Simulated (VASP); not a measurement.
# LiMg6 (Pm-3m) in VASP: notebook, part 2 of 2

VASP 6.6.1.

## Step 3: Relaxation of cell and atoms, PBE

INCAR reads:

```
PREC     = Accurate       # precision mode
ENCUT    = 600            # plane-wave cutoff, eV
EDIFF    = 1E-7           # SCF threshold, eV
ISMEAR   = 0              # smearing method
SIGMA    = 0.1            # smearing width, eV
LREAL    = F              # projectors in reciprocal space
LASPH    = T              # aspherical terms in the spheres
NELM     = 100            # most SCF steps
ALGO     = Normal         # electronic algorithm
ISIF     = 3              # what is computed and relaxed
LWAVE    = F              # write WAVECAR
LCHARG   = F              # write CHGCAR
GGA      = PE             # functional
IBRION   = 2              # ionic algorithm
NSW      = 90             # ionic steps
EDIFFG   = -0.04          # ionic threshold
```

KPOINTS reads:

```
Automatic mesh
0
Gamma
  4 4 4
```

POSCAR reads:

```
LiMg6
1.0
    4.7967684500      0.0000000000      0.0000000000
    0.0000000000      4.7967684500      0.0000000000
    0.0000000000      0.0000000000      4.7967684500
Li Mg
1 6
Direct
    0.0000000000      0.0000000000      0.0000000000
    0.5000000000      0.5000000000      0.2070000000
    0.5000000000      0.5000000000      0.7930000000
    0.2070000000      0.5000000000      0.5000000000
    0.7930000000      0.5000000000      0.5000000000
    0.5000000000      0.2070000000      0.5000000000
    0.5000000000      0.7930000000      0.5000000000
```

Potentials or basis: VASP PAW PBE potentials, release 64 (Li_sv, Mg).

On the command line:

```sh
$ cat potpaw_PBE.64/Li_sv/POTCAR potpaw_PBE.64/Mg/POTCAR > POTCAR
$ mpirun -np 1 vasp_std > vasp.out
```

Run time: 3.5 min. Hardware: 1 thread of Intel Xeon Platinum 8375C at 2.90GHz (Ice Lake), shared host; peak memory 0.24 GiB.

Results (log left out):

```yaml
Free_energy: -4.8544 eV
Relaxed_volume: 49.43 Å³/atom
Relaxed_cell: a = 7.021 Å, b = 7.021 Å, c = 7.021 Å, α = 90.00°, β = 90.00°, γ = 90.00°
Space_group_after_relaxing_to_0.1_Å: Pm-3m (No. 221)
Pressure_after_relaxing: 0.0 GPa
Largest_force_after_relaxing: 0.006 eV/Å
Band_gap_on_the_k_mesh: zero (an odd number of electrons rules out a gap without spin polarisation)
```

Forces on the atoms (eV/Å):
```
Li   0.000  0.000  0.000
Mg   0.000  0.000 -0.006
Mg   0.000  0.000  0.006
Mg  -0.006  0.000  0.000
Mg   0.006  0.000  0.000
Mg   0.000 -0.006  0.000
Mg   0.000  0.006  0.000
```

Final structure:
```
Li Mg
1.0
     7.02059    0.00000    0.00000
     0.00000    7.02059    0.00000
     0.00000    0.00000    7.02059
Li Mg
1 6
Direct
  0.00000 0.00000 0.00000
  0.50000 0.50000 0.19610
  0.50000 0.50000 0.80390
  0.19610 0.50000 0.50000
  0.80390 0.50000 0.50000
  0.50000 0.19610 0.50000
  0.50000 0.80390 0.50000
```

Levels at points of the mesh, in eV from the Fermi level:
```
           k point  band 5  band 6  band 7  band 8  band 9  band 10  band 11
(0.00, 0.00, 0.00)   -1.73   -1.65   -1.65   -1.13    1.52     1.52     1.52
(0.50, 0.00, 0.00)   -1.56   -1.56   -1.15    0.38    0.38     0.63     1.38
(0.50, 0.50, 0.00)   -1.41   -1.27   -0.71    0.59    0.59     1.06     1.06
(0.50, 0.50, 0.50)   -2.96   -0.48   -0.48   -0.48    0.82     1.40     1.40
```

Caveat: the cutoff is under 1.25 times the usual one of these potentials, so pressure, stress and relaxed cells hold a basis-set (Pulay) error; the volume moved by over 15 % at a fixed basis, so the end points are rough.

## Step 4: Single point, PBE

This run uses another cell than the first one, of 50.44 Å³/atom.

INCAR reads:

```
PREC = Accurate
ENCUT = 520
EDIFF = 1E-7
ISMEAR = 0
SIGMA = 0.1
LREAL = False
LASPH = True
NELM = 100
ALGO = Fast
ISIF = 2
LWAVE = False
LCHARG = False
GGA = PE
NBANDS = 16
```

KPOINTS reads:

```
regular mesh
0
Gamma
  4 4 4
```

POSCAR reads:

```
LiMg6
1.0
    7.0678330952      0.0000000000      0.0000000000
    0.0000000000      7.0678330952      0.0000000000
    0.0000000000      0.0000000000      7.0678330952
Li Mg
1 6
Direct
    0.0000000000      0.0000000000      0.0000000000
    0.5000000000      0.5000000000      0.1961055496
    0.5000000000      0.5000000000      0.8038944504
    0.1961055496      0.5000000000      0.5000000000
    0.8038944504      0.5000000000      0.5000000000
    0.5000000000      0.1961055496      0.5000000000
    0.5000000000      0.8038944504      0.5000000000
```

Potentials or basis: VASP PAW PBE potentials, release 64 (Li_sv, Mg).

On the command line:

```sh
$ cat potpaw_PBE.64/Li_sv/POTCAR potpaw_PBE.64/Mg/POTCAR > POTCAR
$ mpirun -np 1 vasp_std > vasp.out
```

OUTCAR:

```text
PREC = Accurate
   ENCUT = 520
   EDIFF = 1E-7
   ISMEAR = 0
   LREAL = False
   LASPH = True
   NELM = 100
   ISIF = 2
   GGA = PE

 ion  position               nearest neighbor table
   1  0.000  0.000  0.000-
   2  0.500  0.500  0.196-   3 2.77   4 3.04   5 3.04   6 3.04   7 3.04
   3  0.500  0.500  0.804-   2 2.77   4 3.04   5 3.04   6 3.04   7 3.04
   4  0.196  0.500  0.500-   5 2.77   3 3.04   2 3.04   6 3.04   7 3.04
   5  0.804  0.500  0.500-   4 2.77   3 3.04   2 3.04   6 3.04   7 3.04
   6  0.500  0.196  0.500-   7 2.77   3 3.04   4 3.04   5 3.04   2 3.04
   7  0.500  0.804  0.500-   6 2.77   3 3.04   4 3.04   5 3.04   2 3.04
[... 384 lines left out ...]
  Total        0.5644565      0.5644565      0.5644565      0.0000000      0.0000000     -0.0000000
  in kB        2.5614283      2.5614283      2.5614283      0.0000000      0.0000000     -0.0000000
  external PRESSURE =       2.5614283 kB  Pullay stress =       0.0000000 kB

 VOLUME and BASIS-vectors are now :
 -----------------------------------------------------------------------------
  energy-cutoff  :      520.00
  volume of cell :      353.07
      direct lattice vectors                 reciprocal lattice vectors
     7.067833095  0.000000000  0.000000000     0.141486080  0.000000000  0.000000000
     0.000000000  7.067833095  0.000000000     0.000000000  0.141486080  0.000000000
     0.000000000  0.000000000  7.067833095     0.000000000  0.000000000  0.141486080

 POSITION                                       TOTAL-FORCE (eV/Angst)
 -----------------------------------------------------------------------------------
      0.00000      0.00000      0.00000         0.000000     -0.000000     -0.000000
      3.53392      3.53392      1.38604         0.000000     -0.000000      0.008959
      3.53392      3.53392      5.68179        -0.000000     -0.000000     -0.008959
      1.38604      3.53392      3.53392         0.008959     -0.000000     -0.000000
      5.68179      3.53392      3.53392        -0.008959     -0.000000     -0.000000
      3.53392      1.38604      3.53392        -0.000000      0.008959     -0.000000
      3.53392      5.68179      3.53392         0.000000     -0.008959     -0.000000
 -----------------------------------------------------------------------------------
    total drift:                                0.000000      0.000000      0.000000

  FREE ENERGIE OF THE ION-ELECTRON SYSTEM (eV)
  ---------------------------------------------------
  free  energy   TOTEN  =        -5.1967981973 eV

  energy  without entropy=       -5.1324211034  energy(sigma->0) =       -5.16460965
```

It took 85 s on 1 thread of Intel Xeon Platinum 8375C at 2.90GHz (Ice Lake), shared host; peak memory 0.38 GiB.

What came out:

* Free energy: -5.1968 eV
* Largest force: 0.009 eV/Å
* Band gap on the k mesh: zero (an odd number of electrons rules out a gap without spin polarisation)

Forces in eV/Å, atoms in the order of the input:
```
Li   0.000  0.000  0.000
Mg   0.000  0.000  0.009
Mg   0.000  0.000 -0.009
Mg   0.009  0.000  0.000
Mg  -0.009  0.000  0.000
Mg   0.000  0.009  0.000
Mg   0.000 -0.009  0.000
```

Caveat: the cutoff is under 1.25 times the usual one of these potentials, so pressure, stress and relaxed cells hold a basis-set (Pulay) error.

## Step 5: Overview

```tsv
task	cell	cutoff (eV)	gap on the mesh (eV)	largest force (eV/Å)
single point	a = 4.797 Å, 7 atoms, atomic positions A	520	none	12.93
relaxation of cell and atoms	relaxed from a = 4.797 Å, 7 atoms, atomic positions A	600	none	0.01
single point	a = 7.068 Å, 7 atoms, atomic positions B	520	none	0.01
```

Alike in all rows: level PBE; potentials or basis VASP PAW PBE potentials, release 64 (Li_sv, Mg); no spin polarisation; k mesh 4 × 4 × 4; smearing gaussian 0.1 eV.

Caveats: the cutoff is under 1.25 times the usual one of these potentials, so pressure, stress and relaxed cells hold a basis-set (Pulay) error; forces of over 1 eV/Å act on the atoms, so gaps and moduli don't describe the material at rest (at least some runs); the volume moved by over 15 % at a fixed basis, so the end points are rough (at least some runs).

Absolute energies hang on the potentials; compare differences alone.
